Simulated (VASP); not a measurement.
# Al2Cu (I4/mcm) in VASP: a series of runs

Runs on Al2Cu. Level: PBEsol. Tasks: single point.

All numbers are computed with VASP 6.6.1; they aren't measurements. Logs are shortened: lines on timing, memory, paths and dates and some standing lists are left out, and cuts for length are marked.

### Step 1. The cell of the first run

It takes space group I4/mcm (No. 140, tetragonal). The conventional cell has a = 5.993 Å, b = 5.993 Å, c = 4.876 Å, α = 90.00°, β = 90.00°, γ = 90.00°. Al (site symmetry m2m) has 4 Cu at 2.56 Å and 11 Al at 2.70 to 3.19 Å within 3.4 Å. Within 3.2 Å of Cu (site symmetry 422) lie 2 Cu at 2.44 Å and 8 Al at 2.56 Å.

### Step 2. Single point, PBEsol

The input, INCAR:

```
SYSTEM = Al2Cu
PREC = Accurate
ENCUT = 520
EDIFF = 1E-7
ISMEAR = 0
SIGMA = 0.15
LREAL = .False.
LASPH = .True.
NELM = 100
ALGO = Fast
ISIF = 2
LWAVE = .False.
LCHARG = .False.
GGA = PS
NBANDS = 26
```

The input, KPOINTS:

```
Automatic mesh
0
Gamma
  10 10 10
  0 0 0
```

The input, POSCAR:

```
Al2Cu
1.0
   -2.9965086402      2.9965086402      2.4379500000
    2.9965086402     -2.9965086402      2.4379500000
    2.9965086402      2.9965086402     -2.4379500000
Al Cu
4 2
Direct
    0.1593210787      0.6593210787      0.8186421574
    0.6593210787      0.8406789213      0.5000000000
    0.8406789213      0.3406789213      0.1813578426
    0.3406789213      0.1593210787      0.5000000000
    0.7500000000      0.7500000000      0.0000000000
    0.2500000000      0.2500000000      0.0000000000
```

Potentials or basis: VASP PAW PBE potentials, release 64 (Al, Cu).

Run with:

```
$ cat potpaw_PBE.64/Al/POTCAR potpaw_PBE.64/Cu/POTCAR > POTCAR
$ mpirun -np 1 vasp_std > vasp.out
```

OUTCAR:

```text
SYSTEM = Al2Cu
   PREC = Accurate
   ENCUT = 520
   EDIFF = 1E-7
   ISMEAR = 0
   LREAL = .False.
   LASPH = .True.
   NELM = 100
   ISIF = 2
   GGA = PS

 ion  position               nearest neighbor table
   1  0.159  0.659  0.819-   5 2.56   6 2.56   5 2.56   6 2.56   3 2.70   3 2.88   3 2.88   4 3.10
                             2 3.10   2 3.10   4 3.10   4 3.19   2 3.19   2 3.19   4 3.19
   2  0.659  0.841  0.500-   6 2.56   5 2.56   5 2.56   6 2.56   4 2.70   4 2.88   4 2.88   3 3.10
                             1 3.10   1 3.10   3 3.10   1 3.19   3 3.19   1 3.19   3 3.19
   3  0.841  0.341  0.181-   5 2.56   6 2.56   5 2.56   6 2.56   1 2.70   1 2.88   1 2.88   2 3.10
                             4 3.10   4 3.10   2 3.10   4 3.19   2 3.19   4 3.19   2 3.19
   4  0.341  0.159  0.500-   5 2.56   6 2.56   6 2.56   5 2.56   2 2.70   2 2.88   2 2.88   3 3.10
                             1 3.10   1 3.10   3 3.10   1 3.19   3 3.19   3 3.19   1 3.19
   5  0.750  0.750  0.000-   6 2.44   6 2.44   4 2.56   2 2.56   4 2.56   2 2.56   1 2.56   3 2.56
                             3 2.56   1 2.56
   6  0.250  0.250  0.000-   5 2.44   5 2.44   2 2.56   4 2.56   2 2.56   4 2.56   3 2.56   1 2.56
                             1 2.56   3 2.56

  LATTYP: Found a body centered tetragonal cell.
 ALAT       =     5.9930172804
 C/A-ratio  =     0.8135968531

  Lattice vectors:

 A1 = (  -2.9965086402,   2.9965086402,   2.4379500000)
 A2 = (   2.9965086402,  -2.9965086402,   2.4379500000)
 A3 = (   2.9965086402,   2.9965086402,  -2.4379500000)

Analysis of symmetry for initial positions (statically):
=====================================================================
 Subroutine PRICEL returns:
 Original cell was already a primitive cell.

 Routine SETGRP: Setting up the symmetry group for a
 body centered tetragonal supercell.

 Subroutine GETGRP returns: Found 16 space group operations
 (whereof  8 operations were pure point group operations)
 out of a pool of 16 trial point group operations.

The static configuration has the point symmetry C_4h.
 The point group associated with its full space group is D_4h.

Analysis of symmetry for dynamics (positions and initial velocities):
=====================================================================
 Subroutine PRICEL returns:
 Original cell was already a primitive cell.

 Routine SETGRP: Setting up the symmetry group for a
 body centered tetragonal supercell.

 Subroutine GETGRP returns: Found 16 space group operations
 (whereof  8 operations were pure point group operations)
 out of a pool of 16 trial point group operations.

The dynamic configuration has the point symmetry C_4h.
 The point group associated with its full space group is D_4h.

 Subroutine INISYM returns: Found 16 space group operations
 (whereof  8 operations are pure point group operations),
 and found     1 'primitive' translations

----------------------------------------------------------------------------------------

                                     Primitive cell

  volume of cell :      87.5620

  direct lattice vectors                    reciprocal lattice vectors
    -2.996508640  2.996508640  2.437950000     0.000000000  0.166860857  0.205090342
     2.996508640 -2.996508640  2.437950000     0.166860857  0.000000000  0.205090342
     2.996508640  2.996508640 -2.437950000     0.166860857  0.166860857  0.000000000

  length of vectors
     4.888939380  4.888939380  4.888939380     0.264394769  0.264394769  0.235976887

  position of ions in fractional coordinates (direct lattice)
     0.159321079  0.659321079  0.818642157
     0.659321079  0.840678921  0.500000000
     0.840678921  0.340678921  0.181357843
     0.340678921  0.159321079  0.500000000
     0.750000000  0.750000000  0.000000000
     0.250000000  0.250000000  0.000000000

  ion indices of the primitive-cell ions
   primitive index   ion index
                 1           1
                 2           2
                 3           3
                 4           4
                 5           5
                 6           6

----------------------------------------------------------------------------------------

 KPOINTS: Automatic mesh

Automatic generation of k-mesh.
 Grid dimensions read from file:
 generate k-points for:   10   10   10

 Generating k-lattice:

  Cartesian coordinates                     Fractional coordinates (reciprocal lattice)
     0.000000000  0.016686086  0.020509034     0.100000000  0.000000000  0.000000000
     0.016686086  0.000000000  0.020509034     0.000000000  0.100000000  0.000000000
     0.016686086  0.016686086  0.000000000     0.000000000  0.000000000  0.100000000

  Length of vectors
     0.026439477  0.026439477  0.023597689

  Shift w.r.t. Gamma in fractional coordinates (k-lattice)
     0.000000000  0.000000000  0.000000000

 Subroutine IBZKPT returns following result:
 ===========================================

 Found    102 irreducible k-points:

 Following reciprocal coordinates:
            Coordinates               Weight
  0.000000  0.000000  0.000000      1.000000
  0.100000 -0.000000  0.000000      8.000000
  0.200000 -0.000000  0.000000      8.000000
  0.300000 -0.000000  0.000000      8.000000
  0.400000  0.000000  0.000000      8.000000
  0.500000 -0.000000  0.000000      4.000000
[... 16 lines left out ...]
  0.300000  0.300000  0.000000      8.000000
  0.400000  0.300000  0.000000     16.000000
 [... further k-points ...]
   k-points           NKPTS =    102   k-points in BZ     NKDIM =    102   number of bands    NBANDS=     26
   number of dos      NEDOS =    301   number of ions     NIONS =      6
   total plane-waves  NPLWV =  46656
   dimension x,y,z NGX =    36 NGY =   36 NGZ =   36
   dimension x,y,z NGXF=    72 NGYF=   72 NGZF=   72
   ions per type =               4   2
   NGX,Y,Z   is equivalent  to a cutoff of  12.24, 12.24, 12.24 a.u.
   NGXF,Y,Z  is equivalent  to a cutoff of  24.48, 24.48, 24.48 a.u.
 SYSTEM =  Al2Cu
   PREC   = accura    normal or accurate (medium, high low for compatibility)
   ISTART =      0    job   : 0-new  1-cont  2-samecut
   ICHARG =      2    charge: 1-file 2-atom 10-const
   ISPIN  =      1    spin polarized calculation?
   LNONCOLLINEAR =      F non collinear calculations
   LSORBIT =      F    spin-orbit coupling
   LASPH  =      T    aspherical Exc in radial PAW
   ENCUT  =  520.0 eV  38.22 Ry    6.18 a.u.   9.09  9.09  9.09*2*pi/ulx,y,z
   NELM   =    100;   NELMIN=  2; NELMDL= -5     # of ELM steps
   EDIFF  = 0.1E-06   stopping-criterion for ELM
   LREAL  =      F    real-space projection
   EDIFFG = 0.1E-05   stopping-criterion for IOM
   NSW    =      0    number of steps for IOM
   IBRION =     -1    ionic relax: 0-MD 1-quasi-New 2-CG
   NFREE  =      0    steps in history (QN), initial steepest desc. (CG)
   ISIF   =      2    stress and relaxation
   ISYM   =      2    0-nonsym 1-usesym 2-fastsym
   POTIM  = 0.5000    time-step for ionic-motion
   TEBEG  =    0.0;   TEEND  =   0.0 temperature during run
   PSTRESS=    0.0 pullay stress
   NELECT =      34.0000    total number of electrons
   NUPDOWN=      -1.0000    fix difference up-down
   EMIN   =  10.00;   EMAX   =-10.00  energy-range for DOS
   EFERMI =   0.00;   METHOD = LEGACY
   ISMEAR =     0;   SIGMA  =   0.15  broadening in eV -4-tet -1-fermi 0-gaus
   EFERMI_NEDOS =   21; number of points for ismear=-14 and -15
   IALGO  =     68    algorithm
   IMIX   =      4    mixing-type and parameters
     AMIX     =   0.40;   BMIX     =  1.00
     AMIX_MAG =   1.60;   BMIX_MAG =  1.00
  volume/ion in A,a.u.               =      14.59        98.48
  Fermi-wavevector in a.u.,A,eV,Ry     =   1.194343  2.256982 19.408112  1.426456
  Thomas-Fermi vector in A             =   2.330336
   LORBIT       =      0    0 simple, 1 ext, 2 COOP (PROOUT), +10 PAW based schemes
   GGA     = PS    functional components
   LHFCALC =     F    Hartree Fock is set to
   AEXX    =    0.0000 exact exchange contribution
   IVDW    =     0    specifies the selected vdW correction
   LEPSILON=     F    determine dielectric tensor
   LRPA    =     F    only Hartree local field effects (RPA)
 non-spin polarized calculation
 RMM-DIIS sequential band-by-band and
 Gauss-broadening in eV      SIGMA  =   0.15
  energy-cutoff  :      520.00
  volume of cell :       87.56
 maximum number of plane-waves:      2378
   NGX = 19   NGY = 19   NGZ = 19

 number of electron      33.9999990 magnetization

 Free energy of the ion-electron system (eV)
  ---------------------------------------------------
  ext. energy  EPLUGINS =         0.00000000
  ---------------------------------------------------
  free energy    TOTEN  =       -26.02013896 eV

  energy without entropy =      -25.99997481  energy(sigma->0) =      -26.01005689

 E-fermi :   8.0946     XC(G=0): -11.0364

 val. band max:        8.0836109869   @ k =  -0.1000  -0.2000   0.1000
 cond. band min:       8.1375026250   @ k =  -0.3000  -0.3000   0.2000
 fundamental gap:      0.0538916380
 Fermi energy:         8.0946102447

 k-point     1 :       0.0000    0.0000    0.0000
  band No.  band energies     occupation
      1      -2.7807      2.00000
      2       2.7137      2.00000
      3       2.8934      2.00000
      4       2.8934      2.00000
      5       2.9457      2.00000
      6       3.8362      2.00000
[... 18 lines left out ...]
     25      13.5403      0.00000
     26      14.1362      0.00000

 k-point     2 :       0.1000   -0.0000    0.0000
  band No.  band energies     occupation
      1      -2.6753      2.00000
      2       2.7046      2.00000
      3       2.8683      2.00000
      4       2.8886      2.00000
      5       2.9682      2.00000
      6       3.8194      2.00000
[... 18 lines left out ...]
     25      13.6570      0.00000
[... 608 lines left out ...]
     25      14.2535      0.00000
     26      15.1578      0.00000

 k-point    24 :       0.4000    0.3000    0.0000
  band No.  band energies     occupation
      1      -0.3924      2.00000
      2       0.3974      2.00000
      3       1.1499      2.00000
      4       2.7600      2.00000
      5       3.2997      2.00000
      6       3.4532      2.00000
[... 18 lines left out ...]
     25      15.2398      0.00000
     26      15.3114      0.00000

 [... further k-points ...]

------------------------ aborting loop because EDIFF is reached ----------------------------------------

  FORCE on cell =-STRESS in cart. coord.  units (eV):
  Direction    XX          YY          ZZ          XY          YZ          ZX
  --------------------------------------------------------------------------------------
  -------------------------------------------------------------------------------------
  Total       -0.1794120     -0.1794120     -0.9493057      0.0000000      0.0000000      0.0000000
  in kB       -3.2828129     -3.2828129    -17.3700407      0.0000000      0.0000000      0.0000000
  external PRESSURE =      -7.9785555 kB  Pullay stress =       0.0000000 kB

 VOLUME and BASIS-vectors are now :
 -----------------------------------------------------------------------------
  energy-cutoff  :      520.00
  volume of cell :       87.56
      direct lattice vectors                 reciprocal lattice vectors
    -2.996508640  2.996508640  2.437950000     0.000000000  0.166860857  0.205090342
     2.996508640 -2.996508640  2.437950000     0.166860857  0.000000000  0.205090342
     2.996508640  2.996508640 -2.437950000     0.166860857  0.166860857  0.000000000

 POSITION                                       TOTAL-FORCE (eV/Angst)
 -----------------------------------------------------------------------------------
      3.95132      0.95481      0.00000         0.021745      0.021745     -0.000000
      2.04169      0.95481      2.43795        -0.021745      0.021745      0.000000
     -0.95481      2.04169      2.43795        -0.021745     -0.021745      0.000000
      0.95481      2.04169      0.00000         0.021745     -0.021745      0.000000
      0.00000      0.00000      3.65692        -0.000000      0.000000      0.000000
      0.00000      0.00000      1.21897        -0.000000      0.000000      0.000000
 -----------------------------------------------------------------------------------
    total drift:                                0.000000      0.000000      0.000000

  FREE ENERGIE OF THE ION-ELECTRON SYSTEM (eV)
  ---------------------------------------------------
  free  energy   TOTEN  =       -26.0201389587 eV

  energy  without entropy=      -25.9999748124  energy(sigma->0) =      -26.01005689
```

It took 12 min on 1 thread of Intel Xeon 8259CL, shared host; peak memory 0.34 GiB.

What came out:

```yaml
Free_energy: -26.0201 eV
Pressure: -0.8 GPa
Largest_force: 0.031 eV/Å
Band_gap_on_the_k_mesh: zero (bands 17 and 18 overlap by 4.29 eV)
```

Forces on the atoms (eV/Å):
```
Al   0.022  0.022  0.000
Al  -0.022  0.022  0.000
Al  -0.022 -0.022  0.000
Al   0.022 -0.022  0.000
Cu   0.000  0.000  0.000
Cu   0.000  0.000  0.000
```

Stress tensor (GPa, compression positive):
```
-0.33  0.00  0.00
 0.00 -0.33  0.00
 0.00  0.00 -1.74
```

Caveat: the PAW data sets were made with another functional, which shifts forces and pressure a little.

(Part 1 of 3 ends here.)

The gap in the log of VASP goes by the Fermi energy; the results here count the filled bands.